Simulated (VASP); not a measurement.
The system is ZnAu.

```
Zn Au
1.0
     3.12852    0.00000    0.00000
     0.00000    3.12852    0.00000
     0.00000    0.00000    3.12852
Zn Au
1 1
Direct
  0.50000 0.50000 0.50000
  0.00000 0.00000 0.00000
```

Base run:

```yaml
Program: VASP 6.6.1
Functional: PBEsol
Potentials_or_basis: VASP PAW PBE potentials, release 64 (Zn, Au)
Cutoff: 520 eV
k_mesh: 13 × 13 × 13
Occupations: fermi-dirac, width 0.05 eV
Spin: no spin polarisation
Hubbard_terms: Au d U = 2.0 eV
```

Its results: band gap on the k mesh zero (an odd number of electrons rules out a gap without spin polarisation); pressure -0.6 GPa.

The run is repeated on the same cell with these changes: hubbard terms from Au d U = 2.0 eV to none; further incar settings from ALGO = Normal; EDIFF = 1e-06; NBANDS = 18 to ALGO = Normal; EDIFF = 1e-07; NBANDS = 18. What comes out?

Band gap on the k mesh zero (an odd number of electrons rules out a gap without spin polarisation); pressure 0.2 GPa.

Caveats: the PAW data sets were made with another functional, which shifts forces and pressure a little; spin-orbit coupling is left out, which moves the levels of the heavy elements; U without spin polarisation on a metal has little footing (at least some runs); the U is typed as a test and isn't derived for this compound (at least some runs).
